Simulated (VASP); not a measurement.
Runs of VASP 6.6.1 on HfC. The structure is that of space group P6_3/mmc (No. 194), or close to it. The cells are those of the table. 

| cell | gap on the mesh (eV) | pressure (GPa) |
| --- | --- | --- |
| a = 3.430, b = 3.430, c = 5.338 Å, angles 90.0, 90.0, 120.0°, 4 atoms | none | -19.1 |
| a = 3.251, b = 3.251, c = 5.060 Å, angles 90.0, 90.0, 120.0°, 4 atoms | none | (b) |
| a = 3.401, b = 3.401, c = 5.294 Å, angles 90.0, 90.0, 120.0°, 4 atoms | none | -14.7 |
| a = 3.372, b = 3.372, c = 5.249 Å, angles 90.0, 90.0, 120.0°, 4 atoms | none | -9.6 |
| a = 3.313, b = 3.313, c = 5.156 Å, angles 90.0, 90.0, 120.0°, 4 atoms | none | (a) |

Alike in all rows: task single point; level r2SCAN; potentials or basis VASP PAW PBE potentials, release 64 (Hf_pv, C); no spin polarisation; k mesh 8 × 8 × 5; cutoff (eV) 520; smearing fermi-dirac 0.1 eV.

Task: Fill in the values left out.

Result: (a) 2.9; (b) 19.3.

Caveats: the PAW data sets were made with another functional, which shifts forces and pressure a little; spin-orbit coupling is left out, which moves the levels of the heavy elements.

A k mesh can miss the band edges, and the runs leave out spin-orbit coupling on Hf.

A gap of «none» marks levels without a gap at the run's occupations.
